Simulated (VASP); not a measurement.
# TiSi2 (Cmcm) in VASP: single point with PBE

Aim: the single point of TiSi2 with PBE.

All numbers are computed with VASP 6.6.1; they aren't measurements. Logs are shortened: lines on timing, memory, paths and dates and some standing lists are left out, and cuts for length are marked.

**1. The cell of the first run**

It takes space group Cmcm (No. 63, orthorhombic). The conventional cell has a = 3.530 Å, b = 13.519 Å, c = 3.565 Å, α = 90.00°, β = 90.00°, γ = 90.00°. Within 3.6 Å of Ti (site symmetry m2m) lie 10 Si at 2.58 to 2.82 Å and 6 Ti at 3.31 to 3.57 Å. Si (site symmetry m2m) has 6 Si at 2.40 to 3.14 Å and 6 Ti at 2.58 to 2.82 Å within 3.2 Å. Within 3.3 Å of Si (site symmetry m2m) lie 8 Si at 2.51 to 3.14 Å and 4 Ti at 2.66 to 2.67 Å.

**2. Single point, PBE**

Contents of INCAR:

```
PREC = Accurate ; ENCUT = 520
EDIFF = 1E-7 ; ISMEAR = -1
SIGMA = 0.05 ; LREAL = F
LASPH = T ; NELM = 80
ALGO = Normal ; ISIF = 2
LWAVE = F ; LCHARG = F
GGA = PE ; NBANDS = 29
```

Contents of KPOINTS:

```
regular mesh
0
Gamma
  10 10 9
```

Contents of POSCAR:

```
TiSi2
1.0
    1.7651050250     -6.7592815350      0.0000000000
    1.7651050250      6.7592815350      0.0000000000
    0.0000000000      0.0000000000      3.5651739700
Ti Si
2 4
Direct
    0.8969554827      0.1030445173      0.7500000000
    0.1030445173      0.8969554827      0.2500000000
    0.5593115013      0.4406884987      0.7500000000
    0.4406884987      0.5593115013      0.2500000000
    0.2497363047      0.7502636953      0.7500000000
    0.7502636953      0.2497363047      0.2500000000
```

Potentials or basis: VASP PAW PBE potentials, release 64 (Ti_sv, Si).

Launch:

```console
$ cat potpaw_PBE.64/Ti_sv/POTCAR potpaw_PBE.64/Si/POTCAR > POTCAR
$ mpirun -np 1 vasp_std > vasp.out
```

OUTCAR:

```text
PREC = Accurate
   ENCUT = 520
   EDIFF = 1E-7
   ISMEAR = -1
   LREAL = F
   LASPH = T
   NELM = 80
   ISIF = 2
   GGA = PE

 ion  position               nearest neighbor table
   1  0.897  0.103  0.750-   4 2.58   4 2.58   4 2.58   4 2.58   5 2.66   5 2.66   6 2.67   6 2.67
                             3 2.82   3 2.82
   2  0.103  0.897  0.250-   3 2.58   3 2.58   3 2.58   3 2.58   6 2.66   6 2.66   5 2.67   5 2.67
                             4 2.82   4 2.82
   3  0.559  0.441  0.750-   4 2.40   4 2.40   2 2.58   2 2.58   2 2.58   2 2.58   1 2.82   1 2.82
                             5 3.12   5 3.12   6 3.14   6 3.14
   4  0.441  0.559  0.250-   3 2.40   3 2.40   1 2.58   1 2.58   1 2.58   1 2.58   2 2.82   2 2.82
                             6 3.12   6 3.12   5 3.14   5 3.14
   5  0.250  0.750  0.750-   6 2.51   6 2.51   6 2.51   6 2.51   1 2.66   1 2.66   2 2.67   2 2.67
                             3 3.12   3 3.12   4 3.14   4 3.14
   6  0.750  0.250  0.250-   5 2.51   5 2.51   5 2.51   5 2.51   2 2.66   2 2.66   1 2.67   1 2.67
                             4 3.12   4 3.12   3 3.14   3 3.14

  LATTYP: Found a base centered orthorhombic cell.
 ALAT       =     3.5302100500
 B/A-ratio  =     3.8293934011
 C/A-ratio  =     1.0099042039

  Lattice vectors:

 A1 = (   1.7651050250,  -6.7592815350,   0.0000000000)
 A2 = (   1.7651050250,   6.7592815350,   0.0000000000)
 A3 = (   0.0000000000,   0.0000000000,   3.5651739700)

Analysis of symmetry for initial positions (statically):
=====================================================================
 Subroutine PRICEL returns:
 Original cell was already a primitive cell.

 Routine SETGRP: Setting up the symmetry group for a
 base centered orthorhombic supercell.

 Subroutine GETGRP returns: Found  8 space group operations
 (whereof  4 operations were pure point group operations)
 out of a pool of  8 trial point group operations.

The static configuration has the point symmetry C_2h.
 The point group associated with its full space group is D_2h.

Analysis of symmetry for dynamics (positions and initial velocities):
=====================================================================
 Subroutine PRICEL returns:
 Original cell was already a primitive cell.

 Routine SETGRP: Setting up the symmetry group for a
 base centered orthorhombic supercell.

 Subroutine GETGRP returns: Found  8 space group operations
 (whereof  4 operations were pure point group operations)
 out of a pool of  8 trial point group operations.

[... 112 lines left out ...]
   NSW    =      0    number of steps for IOM
   IBRION =     -1    ionic relax: 0-MD 1-quasi-New 2-CG
   NFREE  =      0    steps in history (QN), initial steepest desc. (CG)
   ISIF   =      2    stress and relaxation
   ISYM   =      2    0-nonsym 1-usesym 2-fastsym
   POTIM  = 0.5000    time-step for ionic-motion
   TEBEG  =    0.0;   TEEND  =   0.0 temperature during run
   PSTRESS=    0.0 pullay stress
   NELECT =      40.0000    total number of electrons
   NUPDOWN=      -1.0000    fix difference up-down
   EMIN   =  10.00;   EMAX   =-10.00  energy-range for DOS
   EFERMI =   0.00;   METHOD = LEGACY
   ISMEAR =    -1;   SIGMA  =   0.05  broadening in eV -4-tet -1-fermi 0-gaus
   EFERMI_NEDOS =   21; number of points for ismear=-14 and -15
   IALGO  =     38    algorithm
   IMIX   =      4    mixing-type and parameters
     AMIX     =   0.40;   BMIX     =  1.00
     AMIX_MAG =   1.60;   BMIX_MAG =  1.00
  volume/ion in A,a.u.               =      14.18        95.68
  Fermi-wavevector in a.u.,A,eV,Ry     =   1.273017  2.405653 22.049227  1.620572
  Thomas-Fermi vector in A             =   2.405864
   LORBIT       =      0    0 simple, 1 ext, 2 COOP (PROOUT), +10 PAW based schemes
   GGA     = PE    functional components
   LHFCALC =     F    Hartree Fock is set to
   AEXX    =    0.0000 exact exchange contribution
   IVDW    =     0    specifies the selected vdW correction
   LEPSILON=     F    determine dielectric tensor
   LRPA    =     F    only Hartree local field effects (RPA)
 non-spin polarized calculation
  energy-cutoff  :      520.00
  volume of cell :       85.07
 maximum number of plane-waves:      2319
 NGX is ok and might be reduce to    54
   NGX = 25   NGY = 25   NGZ = 13

 number of electron      40.0000005 magnetization

 Free energy of the ion-electron system (eV)
  ---------------------------------------------------
  ext. energy  EPLUGINS =         0.00000000
  ---------------------------------------------------
  free energy    TOTEN  =       -40.75190708 eV

  energy without entropy =      -40.74026006  energy(sigma->0) =      -40.74608357

 E-fermi :  10.5492     XC(G=0): -11.6426

 val. band max:       10.5452317427   @ k =  -0.3000   0.3000   0.3333
 cond. band min:      10.5657425951   @ k =   0.4000  -0.0000   0.0000
 fundamental gap:      0.0205108523
 Fermi energy:        10.5492453837

 k-point     1 :       0.0000    0.0000    0.0000
  band No.  band energies     occupation
      1     -46.2673      2.00000
      2     -46.2580      2.00000
      3     -22.6194      2.00000
      4     -22.5796      2.00000
      5     -22.5726      2.00000
      6     -22.5667      2.00000
[... 757 lines left out ...]
     28      13.8473      0.00000
     29      13.9192      0.00000

 [... further k-points ...]

------------------------ aborting loop because EDIFF is reached ----------------------------------------

  FORCE on cell =-STRESS in cart. coord.  units (eV):
  Direction    XX          YY          ZZ          XY          YZ          ZX
  --------------------------------------------------------------------------------------
  -------------------------------------------------------------------------------------
  Total        0.9879970      0.5609076      1.0247891      0.0000000      0.0000000      0.0000000
  in kB       18.6073446     10.5637976     19.3002644      0.0000000      0.0000000      0.0000000
  external PRESSURE =      16.1571355 kB  Pullay stress =       0.0000000 kB

 VOLUME and BASIS-vectors are now :
 -----------------------------------------------------------------------------
  energy-cutoff  :      520.00
  volume of cell :       85.07
      direct lattice vectors                 reciprocal lattice vectors
     1.765105025 -6.759281535  0.000000000     0.283269263 -0.073972359  0.000000000
     1.765105025  6.759281535  0.000000000     0.283269263  0.073972359  0.000000000
     0.000000000  0.000000000  3.565173970     0.000000000  0.000000000  0.280491221

 POSITION                                       TOTAL-FORCE (eV/Angst)
 -----------------------------------------------------------------------------------
      1.76511     -5.36627      2.67388         0.000000      0.000949      0.000000
      1.76511      5.36627      0.89129         0.000000     -0.000949     -0.000000
      1.76511     -0.80181      2.67388         0.000000      0.009311     -0.000000
      1.76511      0.80181      0.89129         0.000000     -0.009311     -0.000000
      1.76511      3.38321      2.67388         0.000000     -0.000927     -0.000000
      1.76511     -3.38321      0.89129         0.000000      0.000927     -0.000000
 -----------------------------------------------------------------------------------
    total drift:                                0.000000     -0.000000     -0.000000

  FREE ENERGIE OF THE ION-ELECTRON SYSTEM (eV)
  ---------------------------------------------------
  free  energy   TOTEN  =       -40.7519070763 eV

  energy  without entropy=      -40.7402600562  energy(sigma->0) =      -40.74608357
```

OSZICAR:

```text
N       E                     dE             d eps       ncg     rms          rms(c)
DAV:   1     0.389947835711E+03    0.38995E+03   -0.18843E+04  8990   0.146E+03
DAV:   2     0.156273725472E+01   -0.38839E+03   -0.37752E+03  9075   0.429E+02
DAV:   3    -0.409248567110E+02   -0.42488E+02   -0.41708E+02 14884   0.119E+02
DAV:   4    -0.444610384822E+02   -0.35362E+01   -0.35104E+01 12866   0.304E+01
DAV:   5    -0.446612888002E+02   -0.20025E+00   -0.20018E+00 13409   0.619E+00    0.189E+01
DAV:   6    -0.416105027941E+02    0.30508E+01   -0.38891E+01 12561   0.421E+01    0.783E+00
DAV:   7    -0.408562474364E+02    0.75426E+00   -0.94862E+00 12162   0.222E+01    0.569E+00
DAV:   8    -0.407544158092E+02    0.10183E+00   -0.88518E-01 11996   0.689E+00    0.933E-01
DAV:   9    -0.407512796395E+02    0.31362E-02   -0.72374E-02 12849   0.191E+00    0.640E-01
DAV:  10    -0.407519750768E+02   -0.69544E-03   -0.96970E-03 12646   0.725E-01    0.214E-01
DAV:  11    -0.407519369389E+02    0.38138E-04   -0.23641E-03 12606   0.363E-01    0.521E-02
DAV:  12    -0.407519055386E+02    0.31400E-04   -0.22611E-04 11803   0.116E-01    0.119E-02
DAV:  13    -0.407519074299E+02   -0.18913E-05   -0.15439E-05 13561   0.253E-02    0.568E-03
DAV:  14    -0.407519069910E+02    0.43892E-06   -0.75704E-06 12640   0.201E-02    0.368E-03
DAV:  15    -0.407519070280E+02   -0.37031E-07   -0.10527E-06 11936   0.842E-03    0.852E-04
DAV:  16    -0.407519070763E+02   -0.48291E-07   -0.24668E-08  6690   0.117E-03
   1 F= -.40751907E+02 E0= -.40746084E+02  d E =-.116470E-01
```

It took 15 min on 1 thread of Oxide Virtual Turin-like, shared host; peak memory 0.45 GiB.

What came out:

```yaml
Free_energy: -40.7519 eV
Pressure: 1.6 GPa
Largest_force: 0.009 eV/Å
Band_gap_on_the_k_mesh: zero (bands 20 and 21 overlap by 1.00 eV)
```

Forces in eV/Å, atoms in the order of the input:
```
Ti   0.000  0.001  0.000
Ti   0.000 -0.001  0.000
Si   0.000  0.009  0.000
Si   0.000 -0.009  0.000
Si   0.000 -0.001  0.000
Si   0.000  0.001  0.000
```

Stress tensor (GPa, compression positive):
```
1.86 0.00 0.00
0.00 1.06 0.00
0.00 0.00 1.93
```

The gap in the log of VASP goes by the Fermi energy; the results here count the filled bands.